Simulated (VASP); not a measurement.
Runs of VASP 6.6.1 on MgO. Symmetry: Fm-3m, No. 225, cubic system. The conventional cell has a = 4.217 Å, b = 4.217 Å, c = 4.217 Å, α = 90.00°, β = 90.00°, γ = 90.00°. Mg (site symmetry m-3m) has 6 O at 2.11 Å within 2.8 Å. Within 2.8 Å of O (site symmetry m-3m) lie 6 Mg at 2.11 Å. 

```csv
k mesh,gap on the mesh (eV),pressure (GPa)
11 × 11 × 11,4.69,3.1
9 × 9 × 9,4.69,3.1
3 × 3 × 3,4.65,(a)
4 × 4 × 4,4.69,3.1
```

Alike in all rows: task single point; level PBE; potentials or basis VASP PAW PBE potentials, release 64 (Mg, O); no spin polarisation; cell as given; cutoff (eV) 600; smearing gaussian 0.01 eV.

Q: Fill in the values left out.

A: (a) 3.6.

Caveats: some runs use coarse meshes; the cell stands under pressure (at least some runs).

